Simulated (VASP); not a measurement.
## Cs: single point with PBEsol

The system is Cs.

```
Cs
1.0
    -3.10218    3.10218    3.10218
     3.10218   -3.10218    3.10218
     3.10218    3.10218   -3.10218
Cs
1
Cartesian
  0.0000 0.0000 0.0000
```

This cell differs from its parent crystal: volume scaled by 1.10.

```yaml
Program: VASP 6.6.1
Task: single point
Functional: PBEsol
Potentials_or_basis: VASP PAW PBE potentials, release 64 (Cs_sv)
Cutoff: 520 eV
k_mesh: 10 × 10 × 10
Occupations: gaussian, width 0.1 eV
Spin: no spin polarisation
```

* Pressure: -0.2 GPa

Levels at points of the mesh, in eV from the Fermi level:
```csv
k point,band 1,band 2,band 3,band 4,band 5,band 6,band 7,band 8
"(0.00, 0.00, 0.00)",-23.88,-10.60,-10.60,-10.60,-1.65,2.47,2.47,2.47
"(0.50, 0.00, 0.00)",-23.87,-10.72,-10.64,-10.60,0.04,0.83,1.65,3.13
"(0.50, 0.50, 0.50)",-23.87,-10.69,-10.69,-10.69,0.69,0.69,2.90,2.90
```

It took 33 s on 1 thread of Intel(R) Xeon(R) Platinum 8488C (Sapphire Rapids) (shared host), peak memory 0.25 GiB.

Caveat: the PAW data sets were made with another functional, which shifts forces and pressure a little; spin-orbit coupling is left out, which moves the levels of the heavy elements.
